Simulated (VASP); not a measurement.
# C (R-3m) in VASP: a series of runs

C is run at these levels: PBE+D3(BJ); tasks: single point.

Everything below comes from runs of VASP 6.6.1. Logs are shortened: lines on timing, memory, paths and dates and some standing lists are left out, and cuts for length are marked.

## (1) The cell of the first run

It takes space group R-3m (No. 166, trigonal). The conventional cell has a = 2.424 Å, b = 2.424 Å, c = 9.916 Å, α = 90.00°, β = 90.00°, γ = 120.00°. C (site symmetry 3m) has 3 C at 1.40 Å within 1.9 Å.

## (2) Single point, PBE+D3(BJ)

INCAR

```
PREC = Accurate ; ENCUT = 520
EDIFF = 1E-6 ; ISMEAR = 0
SIGMA = 0.05 ; LREAL = False
LASPH = True ; NELM = 60
ALGO = Normal ; ISIF = 2
LWAVE = False ; LCHARG = True
GGA = PE ; IVDW = 12
LELF = True ; LVHAR = True
NBANDS = 11
```

KPOINTS

```
regular mesh
0
Gamma
  15 15 15
```

POSCAR

```
C
1.0
    1.2119157437      0.6996998808      3.3052526588
   -1.2119157437      0.6996998808      3.3052526588
    0.0000000000     -1.3993997617      3.3052526588
C
2
Direct
    0.1722480123      0.1722480123      0.1722480123
    0.8277519877      0.8277519877      0.8277519877
```

Potentials or basis: VASP PAW PBE potentials, release 64 (C).

On the command line:

```sh
> cat potpaw_PBE.64/C/POTCAR > POTCAR
> mpirun -np 1 vasp_std > vasp.out
```

OUTCAR:

```text
PREC = Accurate
   ENCUT = 520
   EDIFF = 1E-6
   ISMEAR = 0
   LREAL = False
   LASPH = True
   NELM = 60
   ISIF = 2
   GGA = PE
   IVDW = 12
 IVDW          = 12

 ion  position               nearest neighbor table
   1  0.172  0.172  0.172-   2 1.40   2 1.40   2 1.40
   2  0.828  0.828  0.828-   1 1.40   1 1.40   1 1.40

  LATTYP: Found a trigonal (rhomboedric) cell.
 ALAT       =     3.5892916894
 COS(alpha) =     0.7719881893

  Lattice vectors:

 A1 = (   1.2119157437,   0.6996998808,   3.3052526588)
 A2 = (  -1.2119157437,   0.6996998808,   3.3052526588)
 A3 = (   0.0000000000,  -1.3993997617,   3.3052526588)

Analysis of symmetry for initial positions (statically):
=====================================================================
 Subroutine PRICEL returns:
 Original cell was already a primitive cell.

 Routine SETGRP: Setting up the symmetry group for a
 trigonal (rhombohedral) supercell.

 Subroutine GETGRP returns: Found 12 space group operations
 (whereof 12 operations were pure point group operations)
 out of a pool of 12 trial point group operations.

The static configuration has the point symmetry D_3d.

Analysis of symmetry for dynamics (positions and initial velocities):
=====================================================================
 Subroutine PRICEL returns:
 Original cell was already a primitive cell.

 Routine SETGRP: Setting up the symmetry group for a
 trigonal (rhombohedral) supercell.

 Subroutine GETGRP returns: Found 12 space group operations
 (whereof 12 operations were pure point group operations)
 out of a pool of 12 trial point group operations.

The dynamic configuration has the point symmetry D_3d.

 Subroutine INISYM returns: Found 12 space group operations
 (whereof 12 operations are pure point group operations),
 and found     1 'primitive' translations

----------------------------------------------------------------------------------------

                                     Primitive cell

  volume of cell :      16.8167

  direct lattice vectors                    reciprocal lattice vectors
     1.211915744  0.699699881  3.305252659     0.412569935  0.238197363  0.100849577
    -1.211915744  0.699699881  3.305252659    -0.412569935  0.238197363  0.100849577
     0.000000000 -1.399399762  3.305252659     0.000000000 -0.476394726  0.100849577

  length of vectors
     3.589291689  3.589291689  3.589291689     0.486952331  0.486952331  0.486952331

  position of ions in fractional coordinates (direct lattice)
     0.172248012  0.172248012  0.172248012
     0.827751988  0.827751988  0.827751988

  ion indices of the primitive-cell ions
   primitive index   ion index
                 1           1
                 2           2

----------------------------------------------------------------------------------------

 KPOINTS: regular mesh

Automatic generation of k-mesh.
 Grid dimensions read from file:
 generate k-points for:   15   15   15

 Generating k-lattice:

  Cartesian coordinates                     Fractional coordinates (reciprocal lattice)
     0.027504662  0.015879824  0.006723305     0.066666667  0.000000000  0.000000000
    -0.027504662  0.015879824  0.006723305     0.000000000  0.066666667  0.000000000
     0.000000000 -0.031759648  0.006723305    -0.000000000 -0.000000000  0.066666667

  Length of vectors
     0.032463489  0.032463489  0.032463489

  Shift w.r.t. Gamma in fractional coordinates (k-lattice)
     0.000000000  0.000000000  0.000000000

 Subroutine IBZKPT returns following result:
 ===========================================

 Found    344 irreducible k-points:

 Following reciprocal coordinates:
            Coordinates               Weight
  0.000000  0.000000  0.000000      1.000000
  0.066667 -0.000000  0.000000      6.000000
  0.133333 -0.000000 -0.000000      6.000000
  0.200000 -0.000000  0.000000      6.000000
  0.266667 -0.000000 -0.000000      6.000000
  0.333333  0.000000  0.000000      6.000000
[... 16 lines left out ...]
  0.133333  0.133333  0.000000      6.000000
  0.200000  0.133333  0.000000     12.000000
 [... further k-points ...]
   k-points           NKPTS =    344   k-points in BZ     NKDIM =    344   number of bands    NBANDS=     11
   number of dos      NEDOS =    301   number of ions     NIONS =      2
   total plane-waves  NPLWV =  21952
   dimension x,y,z NGX =    28 NGY =   28 NGZ =   28
   dimension x,y,z NGXF=    56 NGYF=   56 NGZF=   56
   ions per type =               2
   NGX,Y,Z   is equivalent  to a cutoff of  12.97, 12.97, 12.97 a.u.
   NGXF,Y,Z  is equivalent  to a cutoff of  25.94, 25.94, 25.94 a.u.
 SYSTEM =  unknown system
   PREC   = accura    normal or accurate (medium, high low for compatibility)
   ISTART =      0    job   : 0-new  1-cont  2-samecut
   ICHARG =      2    charge: 1-file 2-atom 10-const
   ISPIN  =      1    spin polarized calculation?
   LNONCOLLINEAR =      F non collinear calculations
   LSORBIT =      F    spin-orbit coupling
   LASPH  =      T    aspherical Exc in radial PAW
   ENCUT  =  520.0 eV  38.22 Ry    6.18 a.u.   6.67  6.67  6.67*2*pi/ulx,y,z
   NELM   =     60;   NELMIN=  2; NELMDL= -5     # of ELM steps
   EDIFF  = 0.1E-05   stopping-criterion for ELM
   LREAL  =      F    real-space projection
   EDIFFG = 0.1E-04   stopping-criterion for IOM
   NSW    =      0    number of steps for IOM
   IBRION =     -1    ionic relax: 0-MD 1-quasi-New 2-CG
   NFREE  =      0    steps in history (QN), initial steepest desc. (CG)
   ISIF   =      2    stress and relaxation
   ISYM   =      2    0-nonsym 1-usesym 2-fastsym
   POTIM  = 0.5000    time-step for ionic-motion
   TEBEG  =    0.0;   TEEND  =   0.0 temperature during run
   PSTRESS=    0.0 pullay stress
   NELECT =       8.0000    total number of electrons
   NUPDOWN=      -1.0000    fix difference up-down
   EMIN   =  10.00;   EMAX   =-10.00  energy-range for DOS
   EFERMI =   0.00;   METHOD = LEGACY
   ISMEAR =     0;   SIGMA  =   0.05  broadening in eV -4-tet -1-fermi 0-gaus
   EFERMI_NEDOS =   21; number of points for ismear=-14 and -15
   IALGO  =     38    algorithm
   IMIX   =      4    mixing-type and parameters
     AMIX     =   0.40;   BMIX     =  1.00
     AMIX_MAG =   1.60;   BMIX_MAG =  1.00
  volume/ion in A,a.u.               =       8.41        56.74
  Fermi-wavevector in a.u.,A,eV,Ry     =   1.277982  2.415036 22.221556  1.633238
  Thomas-Fermi vector in A             =   2.410551
   LORBIT       =      0    0 simple, 1 ext, 2 COOP (PROOUT), +10 PAW based schemes
   GGA     = PE    functional components
   LHFCALC =     F    Hartree Fock is set to
   AEXX    =    0.0000 exact exchange contribution
   IVDW    =    12    specifies the selected vdW correction
   LEPSILON=     F    determine dielectric tensor
   LRPA    =     F    only Hartree local field effects (RPA)
 non-spin polarized calculation
 Gauss-broadening in eV      SIGMA  =   0.05
  energy-cutoff  :      520.00
  volume of cell :       16.82
 maximum number of plane-waves:       468
   NGX = 13   NGY = 13   NGZ = 13

 number of electron       8.0000000 magnetization

 Free energy of the ion-electron system (eV)
  ---------------------------------------------------
  ext. energy  EPLUGINS =         0.00000000
  ---------------------------------------------------
  free energy    TOTEN  =       -18.26905261 eV

  energy without entropy =      -18.26905261  energy(sigma->0) =      -18.26905261

 E-fermi :   5.0709     XC(G=0): -10.5513

 val. band max:        4.8250816033   @ k =  -0.3333   0.3333   0.0000
 cond. band min:       5.3476822001   @ k =  -0.3333   0.3333   0.0000
 fundamental gap:      0.5226005967
 Fermi energy:         5.0709144138

 k-point     1 :       0.0000    0.0000    0.0000
  band No.  band energies     occupation
      1     -14.9247      2.00000
      2      -1.6566      2.00000
      3       2.2570      2.00000
      4       2.2570      2.00000
      5       9.0361      0.00000
      6      13.8448      0.00000
      7      13.8448      0.00000
      8      17.3302      0.00000
      9      18.8941      0.00000
     10      28.5809      0.00000
     11      31.4912      0.00000

 k-point     2 :       0.0667   -0.0000    0.0000
  band No.  band energies     occupation
      1     -14.8136      2.00000
      2      -1.5460      2.00000
      3       1.8217      2.00000
      4       2.0238      2.00000
      5       9.1831      0.00000
      6      13.9154      0.00000
      7      14.3127      0.00000
      8      16.9391      0.00000
      9      19.0795      0.00000
     10      28.8883      0.00000
     11      30.4826      0.00000

 k-point     3 :       0.1333   -0.0000   -0.0000
  band No.  band energies     occupation
      1     -14.4813      2.00000
      2      -1.2181      2.00000
      3       0.6649      2.00000
      4       1.4343      2.00000
      5       9.6169      0.00000
      6      13.9989      0.00000
      7      15.5965      0.00000
      8      15.8744      0.00000
      9      19.6653      0.00000
     10      28.0589      0.00000
     11      29.9873      0.00000

 k-point     4 :       0.2000   -0.0000    0.0000
  band No.  band energies     occupation
      1     -13.9302      2.00000
      2      -1.0080      2.00000
      3      -0.5949      2.00000
      4       0.6992      2.00000
      5      10.2950      0.00000
      6      13.9467      0.00000
      7      14.3980      0.00000
      8      17.4506      0.00000
      9      20.5935      0.00000
     10      25.9586      0.00000
     11      28.7551      0.00000

 k-point     5 :       0.2667   -0.0000   -0.0000
  band No.  band energies     occupation
      1     -13.1652      2.00000
      2      -2.7486      2.00000
      3      -0.0144      2.00000
      4       0.1025      2.00000
      5      10.9342      0.00000
      6      12.9916      0.00000
      7      13.7946      0.00000
      8      19.6274      0.00000
      9      21.5196      0.00000
     10      24.2958      0.00000
     11      27.5949      0.00000
[... 211 lines left out ...]
 k-point    21 :      -0.1333    0.0667    0.0000
  band No.  band energies     occupation
      1     -14.1588      2.00000
      2      -0.8371      2.00000
      3      -0.1713      2.00000
      4       0.7953      2.00000
      5       9.8840      0.00000
      6      14.3174      0.00000
      7      14.9410      0.00000
      8      16.2939      0.00000
      9      20.4269      0.00000
     10      26.0942      0.00000
     11      29.6092      0.00000

 k-point    22 :      -0.0667    0.0667    0.0000
  band No.  band energies     occupation
      1     -14.5963      2.00000
      2      -1.2880      2.00000
      3       1.0851      2.00000
      4       1.5538      2.00000
      5       9.3976      0.00000
      6      14.1152      0.00000
      7      15.0400      0.00000
      8      16.2065      0.00000
      9      19.5034      0.00000
     10      28.4531      0.00000
     11      29.3972      0.00000

 k-point    23 :       0.1333    0.1333    0.0000
  band No.  band energies     occupation
      1     -14.4641      2.00000
      2      -1.3611      2.00000
      3       0.6800      2.00000
      4       1.4200      2.00000
      5       9.8962      0.00000
      6      13.9523      0.00000
      7      15.6030      0.00000
      8      15.8700      0.00000
      9      19.6977      0.00000
     10      27.7488      0.00000
     11      29.7742      0.00000

 k-point    24 :       0.2000    0.1333    0.0000
  band No.  band energies     occupation
      1     -14.1253      2.00000
      2      -1.1047      2.00000
      3      -0.1703      2.00000
      4       0.7811      2.00000
      5      10.4141      0.00000
      6      14.2561      0.00000
      7      14.9869      0.00000
      8      16.3058      0.00000
      9      20.4397      0.00000
     10      26.0696      0.00000
     11      29.9038      0.00000

 [... further k-points ...]

------------------------ aborting loop because EDIFF is reached ----------------------------------------

 Edisp (eV)   -0.31716

 E8    (eV) :    -0.0901

  FORCE on cell =-STRESS in cart. coord.  units (eV):
  Direction    XX          YY          ZZ          XY          YZ          ZX
  --------------------------------------------------------------------------------------
  -------------------------------------------------------------------------------------
  Total       2.59129     2.59129    -0.13889     0.00000     0.00000    -0.00000
  in kB     246.88034   246.88034   -13.23288     0.00000     0.00000    -0.00000
  external pressure =      160.18 kB  Pullay stress =        0.00 kB

 VOLUME and BASIS-vectors are now :
 -----------------------------------------------------------------------------
  energy-cutoff  :      520.00
  volume of cell :       16.82
      direct lattice vectors                 reciprocal lattice vectors
     1.211915744  0.699699881  3.305252659     0.412569935  0.238197363  0.100849577
    -1.211915744  0.699699881  3.305252659    -0.412569935  0.238197363  0.100849577
     0.000000000 -1.399399762  3.305252659     0.000000000 -0.476394726  0.100849577

 POSITION                                       TOTAL-FORCE (eV/Angst)
 -----------------------------------------------------------------------------------
      0.00000     -0.00000      1.70797         0.000000      0.000000     -1.840014
      0.00000     -0.00000      8.20779         0.000000     -0.000000      1.840014
 -----------------------------------------------------------------------------------
    total drift:                               -0.000000      0.000000     -0.000000

  FREE ENERGIE OF THE ION-ELECTRON SYSTEM (eV)
  ---------------------------------------------------
  free  energy   TOTEN  =       -18.5862091556 eV

  energy  without entropy=      -18.5862091556  energy(sigma->0) =      -18.58620916
```

Wall time 2 min (1 thread of AMD EPYC 7R43 (Zen 3), shared host); peak memory 0.16 GiB.

What came out:

* Free energy: -18.5862 eV
* Pressure: 16.0 GPa
* Largest force: 1.840 eV/Å
* Band gap on the k mesh: 0.52 eV, direct
* Dispersion energy per atom: -0.159 eV

Forces on the atoms (eV/Å):
```
C    0.000  0.000 -1.840
C    0.000  0.000  1.840
```

Caveat: forces of over 1 eV/Å act on the atoms, so gaps and moduli don't describe the material at rest. A k mesh can miss the band edges.

## (3) Single point, PBE+D3(BJ)

INCAR

```
PREC = Accurate ; ENCUT = 520
EDIFF = 1E-6 ; ISMEAR = 0
SIGMA = 0.05 ; LREAL = F
LASPH = T ; NELM = 100
ALGO = Normal ; ISIF = 2
LWAVE = F ; LCHARG = T
GGA = PE ; IVDW = 12
LELF = T ; LVHAR = T
NBANDS = 11
```

KPOINTS

```
Automatic mesh
0
Gamma
  15 15 15
```

POSCAR

```
C
1.0
    1.2119157437      0.6996998808      3.3052526588
   -1.2119157437      0.6996998808      3.3052526588
    0.0000000000     -1.3993997617      3.3052526588
C
2
Direct
    0.1684797275      0.1684797275      0.1684797275
    0.8315202725      0.8315202725      0.8315202725
```

Potentials or basis: VASP PAW PBE potentials, release 64 (C).

On the command line:

```sh
> cat potpaw_PBE.64/C/POTCAR > POTCAR
> mpirun -np 1 vasp_std > vasp.out
```

It took 2.2 min on 1 thread of AMD EPYC 7R43 (Zen 3), shared host; peak memory 0.15 GiB.

The run converged. Its results:

- Free energy: -18.6777 eV
- Pressure: 16.8 GPa
- Largest force: 0.610 eV/Å
- Band gap on the k mesh: 0.63 eV, direct
- Dispersion energy per atom: -0.159 eV

Forces in eV/Å, atoms in the order of the input:
```
C    0.000  0.000 -0.610
C    0.000  0.000  0.610
```

Stress tensor (GPa, compression positive):
```
25.10  0.00  0.00
 0.00 25.10  0.00
 0.00  0.00  0.32
```

Levels at points of the mesh, in eV from the valence-band top:
```csv
k point,band 1,band 2,band 3,band 4,band 5,band 6,band 7,band 8
"(0.00, 0.00, 0.00)",-19.75,-6.50,-2.64,-2.64,4.50,9.04,9.04,12.33
```

A k mesh can miss the band edges.

## (4) Single point, PBE+D3(BJ)

INCAR

```
  PREC = Accurate
  ENCUT = 520
  EDIFF = 1E-6
  ISMEAR = 0
  SIGMA = 0.05
  LREAL = F
  LASPH = T
  NELM = 100
  ALGO = Normal
  ISIF = 2
  LWAVE = F
  LCHARG = T
  GGA = PE
  IVDW = 12
  LELF = T
  LVHAR = T
  NBANDS = 11
```

KPOINTS

```
regular mesh
0
Gamma
  15 15 15
```

POSCAR

```
C
1.0
    1.2119157437      0.6996998808      3.3052526588
   -1.2119157437      0.6996998808      3.3052526588
    0.0000000000     -1.3993997617      3.3052526588
C
2
Direct
    0.1571748731      0.1571748731      0.1571748731
    0.8428251269      0.8428251269      0.8428251269
```

On the command line:

```sh
> cat potpaw_PBE.64/C/POTCAR > POTCAR
> mpirun -np 1 vasp_std > vasp.out
```

It took 2.3 min on 1 thread of AMD EPYC 7R43 (Zen 3), shared host; peak memory 0.16 GiB.

It converged, with:

```
Free energy                : -18.4041 eV
Pressure                   : 14.2 GPa
Largest force              : 3.053 eV/Å
Band gap on the k mesh     : 0.97 eV, indirect (least direct gap 0.99 eV)
Dispersion energy per atom : -0.159 eV
```

Forces on the atoms (eV/Å):
```
C    0.000  0.000  3.053
C    0.000  0.000 -3.053
```

Stress tensor (GPa, compression positive):
```
24.22  0.00  0.00
 0.00 24.22  0.00
 0.00  0.00 -5.84
```

Levels at points of the mesh, in eV from the valence-band top:
```csv
k point,band 2,band 3,band 4,band 5,band 6,band 7
"(0.00, 0.00, 0.00)",-6.18,-2.16,-2.16,3.89,9.16,9.16
```

Caveat: forces of over 1 eV/Å act on the atoms, so gaps and moduli don't describe the material at rest.

## (5) Single point, PBE+D3(BJ)

INCAR

```
ALGO = Normal ; EDIFF = 1E-6
ENCUT = 520 ; GGA = PE
ISIF = 2 ; ISMEAR = 0
IVDW = 12 ; LASPH = True
LCHARG = False ; LREAL = False
LWAVE = False ; NBANDS = 11
NELM = 80 ; PREC = Accurate
SIGMA = 0.05
```

KPOINTS

```
k-points
0
Gamma
  15 15 15
```

POSCAR

```
C
1.0
    1.2119157437      0.6996998808      3.3052526588
   -1.2119157437      0.6996998808      3.3052526588
    0.0000000000     -1.3993997617      3.3052526588
C
2
Direct
    0.1665955851      0.1665955851      0.1665955851
    0.8334044149      0.8334044149      0.8334044149
```

On the command line:

```sh
> cat potpaw_PBE.64/C/POTCAR > POTCAR
> mpirun -np 1 vasp_std > vasp.out
```

Wall time 2.1 min (1 thread of AMD EPYC 7R43 (Zen 3), shared host); peak memory 0.15 GiB.

The run converged. Its results:

```
Free energy                : -18.6891 eV
Pressure                   : 16.9 GPa
Band gap on the k mesh     : 0.70 eV, direct
Dispersion energy per atom : -0.158 eV
```

Stress tensor (GPa, compression positive):
```
25.17  0.00  0.00
 0.00 25.17  0.00
 0.00  0.00  0.47
```

Levels at points of the mesh, in eV from the valence-band top:
```tsv
k point	band 1	band 2	band 3	band 4	band 5	band 6	band 7	band 8
(0.00, 0.00, 0.00)	-19.73	-6.48	-2.63	-2.63	4.56	9.06	9.06	12.32
```

A k mesh can miss the band edges.

## (6) Single point, PBE+D3(BJ)

INCAR

```
  ALGO = Normal
  EDIFF = 1E-6
  ENCUT = 520
  GGA = PE
  ISIF = 2
  ISMEAR = 0
  IVDW = 12
  LASPH = T
  LCHARG = F
  LREAL = F
  LWAVE = F
  NBANDS = 11
  NELM = 100
  PREC = Accurate
  SIGMA = 0.05
```

KPOINTS is that of step 5.

POSCAR

```
C
1.0
    1.2119157437      0.6996998808      3.3052526588
   -1.2119157437      0.6996998808      3.3052526588
    0.0000000000     -1.3993997617      3.3052526588
C
2
Direct
    0.1628273003      0.1628273003      0.1628273003
    0.8371726997      0.8371726997      0.8371726997
```

Potentials or basis: VASP PAW PBE potentials, release 64 (C).

On the command line:

```sh
> cat potpaw_PBE.64/C/POTCAR > POTCAR
> mpirun -np 1 vasp_std > vasp.out
```

It took 2.1 min on 1 thread of AMD EPYC 7R43 (Zen 3), shared host; peak memory 0.16 GiB.

It converged, with:

- Free energy: -18.6435 eV
- Pressure: 16.5 GPa
- Largest force: 1.219 eV/Å
- Band gap on the k mesh: 0.84 eV, direct
- Dispersion energy per atom: -0.159 eV

Forces on the atoms (eV/Å):
```
C    0.000  0.000  1.219
C    0.000  0.000 -1.219
```

Stress tensor (GPa, compression positive):
```
25.01  0.00  0.00
 0.00 25.01  0.00
 0.00  0.00 -0.59
```

Levels at points of the mesh, in eV from the valence-band top:
```
           k point  band 2  band 3  band 4  band 5  band 6  band 7
(0.00, 0.00, 0.00)   -6.38   -2.49   -2.49    4.49    9.13    9.13
```

Caveat: forces of over 1 eV/Å act on the atoms, so gaps and moduli don't describe the material at rest. A k mesh can miss the band edges.
